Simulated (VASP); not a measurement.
# TePt (P6_3/mmc) in VASP: further runs, part 2 of 2

VASP 6.6.1. Earlier steps stand in the parts before.

**3. Single point, LDA**

This run uses another cell than the first one, of the same volume but with other edges.

INCAR

```
SYSTEM = TePt
  PREC = Accurate
  ENCUT = 520
  EDIFF = 1E-6
  ISMEAR = 0
  SIGMA = 0.15
  LREAL = .FALSE.
  LASPH = .TRUE.
  NELM = 80
  ALGO = Normal
  ISIF = 2
  LWAVE = .FALSE.
  LCHARG = .FALSE.
  GGA = CA
  NBANDS = 24
```

KPOINTS

```
regular mesh
0
G
  15 15 10
  0 0 0
```

POSCAR

```
TePt
1.0
    3.8685989375      0.0000000000      0.0000000000
   -1.9342994687      3.3503049570      0.0000000000
    0.0000000000      0.0000000000      6.1498586559
Te Pt
2 2
Direct
    0.3333333333      0.6666666667      0.2500000000
    0.6666666667      0.3333333333      0.7500000000
    0.0000000000      0.0000000000      0.0000000000
    0.0000000000      0.0000000000      0.5000000000
```

Potentials or basis: VASP PAW LDA potentials, release 64 (Te, Pt).

Started as:

```bash
$ cat potpaw_LDA.64/Te/POTCAR potpaw_LDA.64/Pt/POTCAR > POTCAR
$ mpirun -np 1 vasp_std > vasp.out
```

OUTCAR:

```text
SYSTEM = TePt
   PREC = Accurate
   ENCUT = 520
   EDIFF = 1E-6
   ISMEAR = 0
   LREAL = .FALSE.
   LASPH = .TRUE.
   NELM = 80
   ISIF = 2
   GGA = CA

 ion  position               nearest neighbor table
   1  0.333  0.667  0.250-   3 2.71   4 2.71   3 2.71   4 2.71   3 2.71   4 2.71
   2  0.667  0.333  0.750-   3 2.71   4 2.71   3 2.71   4 2.71   3 2.71   4 2.71
   3  0.000  0.000  0.000-   1 2.71   2 2.71   2 2.71   1 2.71   2 2.71   1 2.71   4 3.07   4 3.07

   4  0.000  0.000  0.500-   1 2.71   2 2.71   2 2.71   1 2.71   2 2.71   1 2.71   3 3.07   3 3.07

  LATTYP: Found a hexagonal cell.
[... 852 lines left out ...]
  -------------------------------------------------------------------------------------
  Total        6.1602926      6.1602926      1.3982769      0.0000000     -0.0000000      0.0000000
  in kB      123.8251150    123.8251150     28.1060996      0.0000000     -0.0000000      0.0000000
  external PRESSURE =      91.9187765 kB  Pullay stress =       0.0000000 kB

 VOLUME and BASIS-vectors are now :
 -----------------------------------------------------------------------------
  energy-cutoff  :      520.00
  volume of cell :       79.71
      direct lattice vectors                 reciprocal lattice vectors
     3.868598937  0.000000000  0.000000000     0.258491515  0.149240146  0.000000000
    -1.934299469  3.350304957  0.000000000     0.000000000  0.298480291  0.000000000
     0.000000000  0.000000000  6.149858656     0.000000000  0.000000000  0.162605363

 POSITION                                       TOTAL-FORCE (eV/Angst)
 -----------------------------------------------------------------------------------
     -0.00000      2.23354      1.53746         0.000000      0.000000      0.000000
      1.93430      1.11677      4.61239         0.000000     -0.000000      0.000000
      0.00000      0.00000      0.00000        -0.000000      0.000000      0.000000
      0.00000      0.00000      3.07493        -0.000000      0.000000      0.000000
 -----------------------------------------------------------------------------------
    total drift:                               -0.000000      0.000000      0.000000

  FREE ENERGIE OF THE ION-ELECTRON SYSTEM (eV)
  ---------------------------------------------------
  free  energy   TOTEN  =       -22.9174736545 eV

  energy  without entropy=      -22.8889097731  energy(sigma->0) =      -22.90319171
```

OSZICAR:

```text
N       E                     dE             d eps       ncg     rms          rms(c)
DAV:   1     0.166301904846E+03    0.16630E+03   -0.14127E+04  7832   0.119E+03
DAV:   2    -0.162950358757E+02   -0.18260E+03   -0.16963E+03  9256   0.236E+02
DAV:   3    -0.232341285826E+02   -0.69391E+01   -0.68044E+01  9648   0.448E+01
DAV:   4    -0.233223819899E+02   -0.88253E-01   -0.88211E-01  8816   0.564E+00
DAV:   5    -0.233242040379E+02   -0.18220E-02   -0.18219E-02  9864   0.780E-01    0.224E+01
DAV:   6    -0.230104635495E+02    0.31374E+00   -0.71029E-01  8320   0.664E+00    0.134E+01
DAV:   7    -0.229351333673E+02    0.75330E-01   -0.14202E-01  8008   0.277E+00    0.200E+00
DAV:   8    -0.229177151017E+02    0.17418E-01   -0.53477E-02  8576   0.196E+00    0.818E-01
DAV:   9    -0.229177862736E+02   -0.71172E-04   -0.29694E-03  9536   0.283E-01    0.432E-01
DAV:  10    -0.229175047603E+02    0.28151E-03   -0.15316E-03  8408   0.253E-01    0.696E-02
DAV:  11    -0.229174725286E+02    0.32232E-04   -0.96861E-05  9240   0.781E-02    0.497E-02
DAV:  12    -0.229174735747E+02   -0.10461E-05   -0.71125E-06  9392   0.125E-02    0.344E-03
DAV:  13    -0.229174736545E+02   -0.79755E-07   -0.12245E-07  5208   0.232E-03
   1 F= -.22917474E+02 E0= -.22903192E+02  d E =-.285639E-01
```

Wall time 4.5 min (1 thread of Intel Xeon 6975P-C, shared host); peak memory 0.38 GiB.

Results:

* Free energy: -22.9175 eV
* Pressure: 9.2 GPa
* Band gap on the k mesh: zero (band 16 reaches 11.93 eV, above the bottom of band 17 at 10.57 eV)

Stress tensor (GPa, compression positive):
```
12.38  0.00  0.00
 0.00 12.38  0.00
 0.00  0.00  2.81
```

Caveat: spin-orbit coupling is left out, which moves the levels of the heavy elements.

**4. Single point, LDA**

This run uses another cell than the first one, of the same volume but with other edges.

INCAR

```
SYSTEM = TePt
ALGO     = Normal         ! electronic algorithm
EDIFF    = 1E-6           ! SCF threshold, eV
ENCUT    = 520            ! plane-wave cutoff, eV
GGA      = CA             ! functional
ISIF     = 2              ! what is computed and relaxed
ISMEAR   = 0              ! smearing method
LASPH    = .TRUE.         ! aspherical terms in the spheres
LCHARG   = .FALSE.        ! write CHGCAR
LREAL    = .FALSE.        ! projectors in reciprocal space
LWAVE    = .FALSE.        ! write WAVECAR
NBANDS   = 24             ! bands
NELM     = 80             ! most SCF steps
PREC     = Accurate       ! precision mode
SIGMA    = 0.15           ! smearing width, eV
```

KPOINTS

```
k-points
0
G
  15 15 10
  0 0 0
```

POSCAR

```
TePt
1.0
    4.2268630904      0.0000000000      0.0000000000
   -2.1134315452      3.6605708146      0.0000000000
    0.0000000000      0.0000000000      5.1515294695
Te Pt
2 2
Direct
    0.3333333333      0.6666666667      0.2500000000
    0.6666666667      0.3333333333      0.7500000000
    0.0000000000      0.0000000000      0.0000000000
    0.0000000000      0.0000000000      0.5000000000
```

Potentials or basis: VASP PAW LDA potentials, release 64 (Te, Pt).

Started as:

```bash
$ cat potpaw_LDA.64/Te/POTCAR potpaw_LDA.64/Pt/POTCAR > POTCAR
$ mpirun -np 1 vasp_std > vasp.out
```

OUTCAR:

```text
SYSTEM = TePt
   EDIFF = 1E-6
   ENCUT = 520
   GGA = CA
   ISIF = 2
   ISMEAR = 0
   LASPH = .TRUE.
   LREAL = .FALSE.
   NELM = 80
   PREC = Accurate

 ion  position               nearest neighbor table
   1  0.333  0.667  0.250-   3 2.76   4 2.76   3 2.76   4 2.76   3 2.76   4 2.76   2 3.55   2 3.55
                             2 3.55   2 3.55   2 3.55   2 3.55
   2  0.667  0.333  0.750-   3 2.76   4 2.76   3 2.76   4 2.76   3 2.76   4 2.76   1 3.55   1 3.55
                             1 3.55   1 3.55   1 3.55   1 3.55
[... 857 lines left out ...]
  -------------------------------------------------------------------------------------
  Total        2.7821789      2.7821789     10.2731553      0.0000000      0.0000000      0.0000000
  in kB       55.9232567     55.9232567    206.4958136      0.0000000      0.0000000      0.0000000
  external PRESSURE =     106.1141090 kB  Pullay stress =       0.0000000 kB

 VOLUME and BASIS-vectors are now :
 -----------------------------------------------------------------------------
  energy-cutoff  :      520.00
  volume of cell :       79.71
      direct lattice vectors                 reciprocal lattice vectors
     4.226863090  0.000000000  0.000000000     0.236582065  0.136590719  0.000000000
    -2.113431545  3.660570815  0.000000000     0.000000000  0.273181438  0.000000000
     0.000000000  0.000000000  5.151529469     0.000000000  0.000000000  0.194117108

 POSITION                                       TOTAL-FORCE (eV/Angst)
 -----------------------------------------------------------------------------------
     -0.00000      2.44038      1.28788         0.000000     -0.000000      0.000000
      2.11343      1.22019      3.86365        -0.000000      0.000000      0.000000
      0.00000      0.00000      0.00000         0.000000     -0.000000      0.000000
      0.00000      0.00000      2.57576         0.000000     -0.000000      0.000000
 -----------------------------------------------------------------------------------
    total drift:                               -0.000000      0.000000     -0.000000

  FREE ENERGIE OF THE ION-ELECTRON SYSTEM (eV)
  ---------------------------------------------------
  free  energy   TOTEN  =       -23.2070059595 eV

  energy  without entropy=      -23.1817919746  energy(sigma->0) =      -23.19439897
```

OSZICAR:

```text
N       E                     dE             d eps       ncg     rms          rms(c)
DAV:   1     0.168680024647E+03    0.16868E+03   -0.14192E+04  7848   0.119E+03
DAV:   2    -0.164448773600E+02   -0.18512E+03   -0.17140E+03  9336   0.237E+02
DAV:   3    -0.235770780567E+02   -0.71322E+01   -0.69950E+01  9712   0.453E+01
DAV:   4    -0.236675925142E+02   -0.90514E-01   -0.90475E-01  8712   0.571E+00
DAV:   5    -0.236695710078E+02   -0.19785E-02   -0.19784E-02  9936   0.819E-01    0.252E+01
DAV:   6    -0.233246837460E+02    0.34489E+00   -0.59094E-01  8376   0.604E+00    0.148E+01
DAV:   7    -0.232218648273E+02    0.10282E+00   -0.16151E-01  8128   0.269E+00    0.180E+00
DAV:   8    -0.232077698605E+02    0.14095E-01   -0.54835E-02  8216   0.198E+00    0.114E+00
DAV:   9    -0.232077078248E+02    0.62036E-04   -0.26769E-03  9640   0.283E-01    0.743E-01
DAV:  10    -0.232070878318E+02    0.61999E-03   -0.31936E-03  8184   0.375E-01    0.160E-01
DAV:  11    -0.232070059479E+02    0.81884E-04   -0.21749E-04  9336   0.121E-01    0.129E-01
DAV:  12    -0.232070065552E+02   -0.60730E-06   -0.18115E-05  8976   0.204E-02    0.312E-02
DAV:  13    -0.232070059595E+02    0.59570E-06   -0.10041E-06  5912   0.767E-03
   1 F= -.23207006E+02 E0= -.23194399E+02  d E =-.252140E-01
```

It took 3.3 min on 1 thread of Intel Xeon 6975P-C, shared host; peak memory 0.38 GiB.

Results:

```yaml
Free_energy: -23.2070 eV
Pressure: 10.6 GPa
Band_gap_on_the_k_mesh: zero (band 16 reaches 11.94 eV, above the bottom of band 17 at 10.08 eV)
```

Caveat: spin-orbit coupling is left out, which moves the levels of the heavy elements.

**5. Single point, LDA**

This run uses another cell than the first one, of the same volume but with other edges.

INCAR

```
SYSTEM = TePt
PREC = Accurate
ENCUT = 520
EDIFF = 1E-7
ISMEAR = 0
SIGMA = 0.15
LREAL = .FALSE.
LASPH = .TRUE.
NELM = 80
ALGO = Normal
ISIF = 2
LWAVE = .FALSE.
LCHARG = .FALSE.
GGA = CA
NBANDS = 24
```

KPOINTS

```
regular mesh
0
G
  15 15 10
  0 0 0
```

POSCAR

```
TePt
1.0
    3.9824459952      0.0000000000      0.0000000000
   -1.9912229976      3.4488994010      0.0000000000
    0.0000000000      0.0000000000      5.8032697814
Te Pt
2 2
Direct
    0.3333333333      0.6666666667      0.2500000000
    0.6666666667      0.3333333333      0.7500000000
    0.0000000000      0.0000000000      0.0000000000
    0.0000000000      0.0000000000      0.5000000000
```

Started as:

```bash
$ cat potpaw_LDA.64/Te/POTCAR potpaw_LDA.64/Pt/POTCAR > POTCAR
$ mpirun -np 1 vasp_std > vasp.out
```

Wall time 5.1 min (1 thread of Intel Xeon 6975P-C, shared host); peak memory 0.38 GiB.

It converged, with:

```
Free energy            : -23.2127 eV
Pressure               : 9.0 GPa
Band gap on the k mesh : zero (band 16 reaches 11.89 eV, above the bottom of band 17 at 10.48 eV)
```

Stress tensor (GPa, compression positive):
```
11.95  0.00  0.00
 0.00 11.95  0.00
 0.00  0.00  2.99
```

Levels at points of the mesh, in eV from the Fermi level:
```tsv
k point	band 14	band 15	band 16	band 17	band 18	band 19
(0.00, 0.00, 0.00)	-1.53	-0.28	-0.21	1.96	2.39	2.70
(0.00, 0.00, 0.50)	-2.69	1.09	1.09	1.09	1.09	4.33
```

Caveat: spin-orbit coupling is left out, which moves the levels of the heavy elements.

**6. The runs side by side**

```tsv
cell	gap on the mesh (eV)	pressure (GPa)
a = 4.340, b = 4.340, c = 4.887 Å, angles 90.0, 90.0, 120.0°, 4 atoms	none	14.6
a = 3.869, b = 3.869, c = 6.150 Å, angles 90.0, 90.0, 120.0°, 4 atoms	none	9.2
a = 4.227, b = 4.227, c = 5.152 Å, angles 90.0, 90.0, 120.0°, 4 atoms	none	10.6
a = 3.982, b = 3.982, c = 5.803 Å, angles 90.0, 90.0, 120.0°, 4 atoms	none	9.0
```

Alike in all rows: task single point; level LDA; potentials or basis VASP PAW LDA potentials, release 64 (Te, Pt); no spin polarisation; k mesh 15 × 15 × 10; cutoff (eV) 520; smearing gaussian 0.15 eV.

Caveats: spin-orbit coupling is left out, which moves the levels of the heavy elements.

Total energies depend on the potentials used, so only differences within one code and one set of settings carry meaning.
